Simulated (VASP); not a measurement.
Wanted: the native input for a VASP 6.6.1 run.

```
Task                   : single point
Functional             : PBE
Potentials or basis    : VASP PAW PBE potentials, release 64 (Ga_d)
Cutoff                 : 520 eV
k mesh                 : 20 × 20 × 20
Occupations            : gaussian, width 0.1 eV
Spin                   : no spin polarisation
Dipole correction      : no
Further INCAR settings : ALGO = Fast; EDIFF = 1e-07; NBANDS = 12
```

The structure of Ga lies in POSCAR:

```
Ga
1.0
    2.7168515439      0.0000000000      0.0000000000
    0.0000000000      2.7168515439      0.0000000000
    0.0000000000      0.0000000000      2.7171603736
Ga
1
Direct
    0.5000000000      0.5000000000      0.5000000000
```

The cell was generated, and may not be a known phase.

The input as run:

INCAR

```
SYSTEM = Ga
  PREC = Accurate
  ENCUT = 520
  EDIFF = 1E-7
  ISMEAR = 0
  SIGMA = 0.1
  LREAL = .False.
  LASPH = .True.
  NELM = 60
  ALGO = Fast
  ISIF = 2
  LWAVE = .False.
  LCHARG = .False.
  GGA = PE
  NBANDS = 12
```

KPOINTS

```
regular mesh
0
Gamma
  20 20 20
  0 0 0
```

Potentials or basis: VASP PAW PBE potentials, release 64 (Ga_d).

Launch:

```bash
$ cat potpaw_PBE.64/Ga_d/POTCAR > POTCAR
$ mpirun -np 1 vasp_std > vasp.out
```

Results of the run:

- Pressure: 0.1 GPa
- Band gap on the k mesh: zero (an odd number of electrons rules out a gap without spin polarisation)

Run time: 100 s on 1 thread of Intel Xeon 8259CL, with other jobs on the host, peak memory 0.26 GiB.
